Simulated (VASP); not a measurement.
Runs of VASP 6.6.1 on Li4Pt3. The structure is that of space group Im-3m (No. 229), or close to it. The cells are those of the table. The cell was generated, and may not be a known phase.

| task | cell | k mesh | cutoff (eV) | gap on the mesh (eV) | pressure (GPa) | relaxed volume (Å³/atom) |
| --- | --- | --- | --- | --- | --- | --- |
| relaxation of cell and atoms | relaxed from a = 5.002 Å, angles 109.5°, 7 atoms | 4 × 4 × 4 | 600 | none | -0.4 | (a) |
| single point | a = 5.105 Å, angles 109.5°, 7 atoms | 10 × 10 × 10 | 520 | none | - | - |
| relaxation of cell and atoms | relaxed from a = 5.115 Å, angles 109.5°, 7 atoms | 10 × 10 × 10 | 600 | none | 0.0 | 14.61 |
| single point | a = 5.115 Å, angles 109.5°, 7 atoms | 4 × 4 × 4 | 520 | none | - | - |
| single point | a = 5.002 Å, angles 109.5°, 7 atoms | 4 × 4 × 4 | 520 | none | - | - |

Alike in all rows: level PBE; potentials or basis VASP PAW PBE potentials, release 64 (Li_sv, Pt); no spin polarisation; smearing gaussian 0.1 eV.

Q: Fill in the values left out.

A: (a) 14.69.

Caveats: some runs use coarse meshes; the cutoff is under 1.25 times the usual one of these potentials, so pressure, stress and relaxed cells hold a basis-set (Pulay) error; spin-orbit coupling is left out, which moves the levels of the heavy elements.

A k mesh can miss the band edges, and the runs leave out spin-orbit coupling on Pt.

A gap of «none» marks levels without a gap at the run's occupations.
